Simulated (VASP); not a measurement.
# V (P6/mmm) in VASP: single point with PBE

Aim: the single point of V with PBE.

All numbers are computed with VASP 6.6.1; they aren't measurements. Logs are shortened: lines on timing, memory, paths and dates and some standing lists are left out, and cuts for length are marked.

## (1) The cell of the first run

It takes space group P6/mmm (No. 191, hexagonal). The conventional cell has a = 2.600 Å, b = 2.600 Å, c = 2.426 Å, α = 90.00°, β = 90.00°, γ = 120.00°. V (site symmetry 6/mmm) has 8 V at 2.43 to 2.60 Å within 3.2 Å.

This isn't the form of V at room conditions, which is bcc.

## (2) Single point, PBE (14.20 Å³/atom)

INCAR

```
SYSTEM = V
  PREC = Accurate
  ENCUT = 520
  EDIFF = 1E-6
  ISMEAR = -1
  SIGMA = 0.05
  LREAL = .FALSE.
  LASPH = .TRUE.
  NELM = 100
  ALGO = Normal
  ISIF = 2
  LWAVE = .FALSE.
  LCHARG = .FALSE.
  GGA = PE
  NBANDS = 12
```

KPOINTS

```
regular mesh
0
G
  17 17 15
  0 0 0
```

POSCAR

```
V
1.0
    2.5997421748      0.0000000000      0.0000000000
   -1.2998710874      2.2514427666      0.0000000000
    0.0000000000      0.0000000000      2.4259631408
V
1
Direct
    0.0000000000      0.0000000000      0.0000000000
```

Potentials or basis: VASP PAW PBE potentials, release 64 (V_sv).

Command:

```console
$ cat potpaw_PBE.64/V_sv/POTCAR > POTCAR
$ mpirun -np 1 vasp_std > vasp.out
```

OUTCAR:

```text
SYSTEM = V
   PREC = Accurate
   ENCUT = 520
   EDIFF = 1E-6
   ISMEAR = -1
   LREAL = .FALSE.
   LASPH = .TRUE.
   NELM = 100
   ISIF = 2
   GGA = PE

 ion  position               nearest neighbor table
   1  0.000  0.000  0.000-

  LATTYP: Found a hexagonal cell.
 ALAT       =     2.5997421748
 C/A-ratio  =     0.9331552814

  Lattice vectors:

 A1 = (   2.5997421748,   0.0000000000,   0.0000000000)
 A2 = (  -1.2998710874,   2.2514427666,   0.0000000000)
 A3 = (   0.0000000000,   0.0000000000,   2.4259631408)

Analysis of symmetry for initial positions (statically):
=====================================================================
 Subroutine PRICEL returns:
 Original cell was already a primitive cell.

 Routine SETGRP: Setting up the symmetry group for a
 hexagonal supercell.

 Subroutine GETGRP returns: Found 24 space group operations
 (whereof 24 operations were pure point group operations)
 out of a pool of 24 trial point group operations.

The static configuration has the point symmetry D_6h.

Analysis of symmetry for dynamics (positions and initial velocities):
=====================================================================
 Subroutine PRICEL returns:
 Original cell was already a primitive cell.

 Routine SETGRP: Setting up the symmetry group for a
 hexagonal supercell.

 Subroutine GETGRP returns: Found 24 space group operations
 (whereof 24 operations were pure point group operations)
 out of a pool of 24 trial point group operations.

The dynamic configuration has the point symmetry D_6h.

 Subroutine INISYM returns: Found 24 space group operations
 (whereof 24 operations are pure point group operations),
 and found     1 'primitive' translations

----------------------------------------------------------------------------------------

                                     Primitive cell

  volume of cell :      14.1996

  direct lattice vectors                    reciprocal lattice vectors
     2.599742175  0.000000000  0.000000000     0.384653528  0.222079818  0.000000000
    -1.299871087  2.251442767  0.000000000     0.000000000  0.444159636  0.000000000
     0.000000000  0.000000000  2.425963141     0.000000000  0.000000000  0.412207417

  length of vectors
     2.599742175  2.599742175  2.425963141     0.444159636  0.444159636  0.412207417

  position of ions in fractional coordinates (direct lattice)
     0.000000000  0.000000000  0.000000000

  ion indices of the primitive-cell ions
   primitive index   ion index
                 1           1

----------------------------------------------------------------------------------------

 KPOINTS: regular mesh

Automatic generation of k-mesh.
 Grid dimensions read from file:
 generate k-points for:   17   17   15

 Generating k-lattice:

  Cartesian coordinates                     Fractional coordinates (reciprocal lattice)
     0.022626678  0.013063519  0.000000000     0.058823529  0.000000000  0.000000000
     0.000000000  0.026127037  0.000000000     0.000000000  0.058823529  0.000000000
     0.000000000  0.000000000  0.027480494     0.000000000  0.000000000  0.066666667

  Length of vectors
     0.026127037  0.026127037  0.027480494

  Shift w.r.t. Gamma in fractional coordinates (k-lattice)
     0.000000000  0.000000000  0.000000000

 Subroutine IBZKPT returns following result:
 ===========================================

 Found    264 irreducible k-points:

 Following reciprocal coordinates:
            Coordinates               Weight
  0.000000  0.000000  0.000000      1.000000
  0.058824  0.000000  0.000000      6.000000
  0.117647  0.000000  0.000000      6.000000
  0.176471  0.000000  0.000000      6.000000
  0.235294  0.000000  0.000000      6.000000
  0.294118  0.000000  0.000000      6.000000
[... 16 lines left out ...]
  0.411765  0.117647  0.000000     12.000000
  0.176471  0.176471  0.000000      6.000000
 [... further k-points ...]
   k-points           NKPTS =    264   k-points in BZ     NKDIM =    264   number of bands    NBANDS=     12
   number of dos      NEDOS =    301   number of ions     NIONS =      1
   total plane-waves  NPLWV =   7200
   dimension x,y,z NGX =    20 NGY =   20 NGZ =   18
   dimension x,y,z NGXF=    40 NGYF=   40 NGZF=   36
   ions per type =               1
   NGX,Y,Z   is equivalent  to a cutoff of  12.79, 12.79, 12.34 a.u.
   NGXF,Y,Z  is equivalent  to a cutoff of  25.58, 25.58, 24.67 a.u.
 SYSTEM =  V
   PREC   = accura    normal or accurate (medium, high low for compatibility)
   ISTART =      0    job   : 0-new  1-cont  2-samecut
   ICHARG =      2    charge: 1-file 2-atom 10-const
   ISPIN  =      1    spin polarized calculation?
   LNONCOLLINEAR =      F non collinear calculations
   LSORBIT =      F    spin-orbit coupling
   LASPH  =      T    aspherical Exc in radial PAW
   ENCUT  =  520.0 eV  38.22 Ry    6.18 a.u.   4.83  4.83  4.51*2*pi/ulx,y,z
   NELM   =    100;   NELMIN=  2; NELMDL= -5     # of ELM steps
   EDIFF  = 0.1E-05   stopping-criterion for ELM
   LREAL  =      F    real-space projection
   EDIFFG = 0.1E-04   stopping-criterion for IOM
   NSW    =      0    number of steps for IOM
   IBRION =     -1    ionic relax: 0-MD 1-quasi-New 2-CG
   NFREE  =      0    steps in history (QN), initial steepest desc. (CG)
   ISIF   =      2    stress and relaxation
   ISYM   =      2    0-nonsym 1-usesym 2-fastsym
   POTIM  = 0.5000    time-step for ionic-motion
   TEBEG  =    0.0;   TEEND  =   0.0 temperature during run
   PSTRESS=    0.0 pullay stress
   NELECT =      13.0000    total number of electrons
   NUPDOWN=      -1.0000    fix difference up-down
   EMIN   =  10.00;   EMAX   =-10.00  energy-range for DOS
   EFERMI =   0.00;   METHOD = LEGACY
   ISMEAR =    -1;   SIGMA  =   0.05  broadening in eV -4-tet -1-fermi 0-gaus
   EFERMI_NEDOS =   21; number of points for ismear=-14 and -15
   IALGO  =     38    algorithm
   IMIX   =      4    mixing-type and parameters
     AMIX     =   0.40;   BMIX     =  1.00
     AMIX_MAG =   1.60;   BMIX_MAG =  1.00
  volume/ion in A,a.u.               =      14.20        95.82
  Fermi-wavevector in a.u.,A,eV,Ry     =   1.589635  3.003975 34.381109  2.526940
  Thomas-Fermi vector in A             =   2.688454
   LORBIT       =      0    0 simple, 1 ext, 2 COOP (PROOUT), +10 PAW based schemes
   GGA     = PE    functional components
   LHFCALC =     F    Hartree Fock is set to
   AEXX    =    0.0000 exact exchange contribution
   IVDW    =     0    specifies the selected vdW correction
   LEPSILON=     F    determine dielectric tensor
   LRPA    =     F    only Hartree local field effects (RPA)
 non-spin polarized calculation
  energy-cutoff  :      520.00
  volume of cell :       14.20
 maximum number of plane-waves:       399
 NGX is ok and might be reduce to    20
   NGX =  9   NGY =  9   NGZ =  9

 number of electron      12.9999987 magnetization

 Free energy of the ion-electron system (eV)
  ---------------------------------------------------
  ext. energy  EPLUGINS =         0.00000000
  ---------------------------------------------------
  free energy    TOTEN  =        -8.51748459 eV

  energy without entropy =       -8.50585498  energy(sigma->0) =       -8.51166978

 E-fermi :   9.4018     XC(G=0): -12.5620

 val. band max:        9.4011672472   @ k =   0.1765   0.0000   0.2667
 cond. band min:       9.4164173311   @ k =   0.1176   0.0588   0.2667
 fundamental gap:      0.0152500839
 Fermi energy:         9.4017623414

 k-point     1 :       0.0000    0.0000    0.0000
  band No.  band energies     occupation
      1     -54.7114      2.00000
      2     -28.0084      2.00000
      3     -28.0084      2.00000
      4     -27.9604      2.00000
      5       2.7151      2.00000
      6       7.0319      2.00000
      7       9.6029      0.03519
      8       9.6029      0.03518
      9      12.7139      0.00000
     10      12.7139      0.00000
     11      26.9735      0.00000
     12      27.7257      0.00000

 k-point     2 :       0.0588    0.0000    0.0000
  band No.  band energies     occupation
      1     -54.7058      2.00000
      2     -28.0396      2.00000
      3     -28.0153      2.00000
      4     -27.9571      2.00000
      5       2.8390      2.00000
      6       7.0751      2.00000
      7       9.5073      0.21604
      8       9.6905      0.00619
      9      12.6406      0.00000
     10      12.7014      0.00000
     11      26.9585      0.00000
     12      27.9174      0.00000

 k-point     3 :       0.1176    0.0000    0.0000
  band No.  band energies     occupation
      1     -54.6896      2.00000
      2     -28.1287      2.00000
      3     -28.0351      2.00000
      4     -27.9479      2.00000
      5       3.2000      2.00000
      6       7.1973      2.00000
      7       9.2522      1.90433
      8       9.9473      0.00004
      9      12.4370      0.00000
     10      12.6658      0.00000
     11      26.6585      0.00000
     12      28.4729      0.00000
[... 286 lines left out ...]
 k-point    23 :       0.4118    0.1176    0.0000
  band No.  band energies     occupation
      1     -54.5377      2.00000
      2     -28.8547      2.00000
      3     -28.2846      2.00000
      4     -27.8616      2.00000
      5       6.4279      2.00000
      6       7.8656      2.00000
      7       9.3990      1.02808
      8      11.0060      0.00000
      9      12.1947      0.00000
     10      13.5412      0.00000
     11      17.9584      0.00000
     12      22.7754      0.00000

 k-point    24 :       0.1765    0.1765    0.0000
  band No.  band energies     occupation
      1     -54.5970      2.00000
      2     -28.5666      2.00000
      3     -28.2017      2.00000
      4     -27.8951      2.00000
      5       5.5062      2.00000
      6       7.8865      2.00000
      7       8.0562      2.00000
      8      11.5329      0.00000
      9      11.8800      0.00000
     10      12.3470      0.00000
     11      22.8535      0.00000
     12      23.7099      0.00000

 [... further k-points ...]

------------------------ aborting loop because EDIFF is reached ----------------------------------------

  FORCE on cell =-STRESS in cart. coord.  units (eV):
  Direction    XX          YY          ZZ          XY          YZ          ZX
  --------------------------------------------------------------------------------------
  -------------------------------------------------------------------------------------
  Total        0.0147980      0.0147980      0.0291102     -0.0000000      0.0000000      0.0000000
  in kB        1.6696953      1.6696953      3.2845820     -0.0000000      0.0000000      0.0000000
  external PRESSURE =       2.2079908 kB  Pullay stress =       0.0000000 kB

 VOLUME and BASIS-vectors are now :
 -----------------------------------------------------------------------------
  energy-cutoff  :      520.00
  volume of cell :       14.20
      direct lattice vectors                 reciprocal lattice vectors
     2.599742175  0.000000000  0.000000000     0.384653528  0.222079818  0.000000000
    -1.299871087  2.251442767  0.000000000     0.000000000  0.444159636  0.000000000
     0.000000000  0.000000000  2.425963141     0.000000000  0.000000000  0.412207417

 POSITION                                       TOTAL-FORCE (eV/Angst)
 -----------------------------------------------------------------------------------
      0.00000      0.00000      0.00000         0.000000      0.000000      0.000000
 -----------------------------------------------------------------------------------
    total drift:                               -0.000000     -0.000000     -0.000000

  FREE ENERGIE OF THE ION-ELECTRON SYSTEM (eV)
  ---------------------------------------------------
  free  energy   TOTEN  =        -8.5174845857 eV

  energy  without entropy=       -8.5058549818  energy(sigma->0) =       -8.51166978
```

It took 29 s on 1 thread of AMD EPYC 7R13 (Zen 3), shared host; peak memory 0.12 GiB.

What came out:

```
Free energy            : -8.5175 eV
Pressure               : 0.2 GPa
Band gap on the k mesh : zero (an odd number of electrons rules out a gap without spin polarisation)
```

Stress tensor (GPa, compression positive):
```
0.17 0.00 0.00
0.00 0.17 0.00
0.00 0.00 0.33
```
